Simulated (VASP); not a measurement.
Runs of VASP 6.6.1 on Pb. The structure is that of space group Fm-3m (No. 225), or close to it. The cells are those of the table. 

```csv
level,cell,k mesh,gap on the mesh (eV),pressure (GPa)
r2SCAN,"a = 3.532 Å, angles 60.0°, 1 atom",14 × 14 × 14,none,0.0
PBE,"a = 3.521 Å, angles 60.0°, 1 atom",8 × 8 × 8,none,1.7
r2SCAN,"a = 3.566 Å, angles 60.0°, 1 atom",14 × 14 × 14,none,-1.1
r2SCAN,"a = 3.557 Å, angles 60.0°, 1 atom",14 × 14 × 14,none,(b)
PBE,"a = 3.566 Å, angles 60.0°, 1 atom",8 × 8 × 8,none,(a)
```

Alike in all rows: task single point; potentials or basis VASP PAW PBE potentials, release 64 (Pb_d); no spin polarisation; cutoff (eV) 520; smearing gaussian 0.05 eV.

Estimate the missing entries.

(a) -0.1; (b) -0.9.

Caveats: spin-orbit coupling is left out, which moves the levels of the heavy elements; the PAW data sets were made with another functional, which shifts forces and pressure a little (some runs).

A k mesh can miss the band edges, and the runs leave out spin-orbit coupling on Pb.

A gap of «none» marks levels without a gap at the run's occupations.
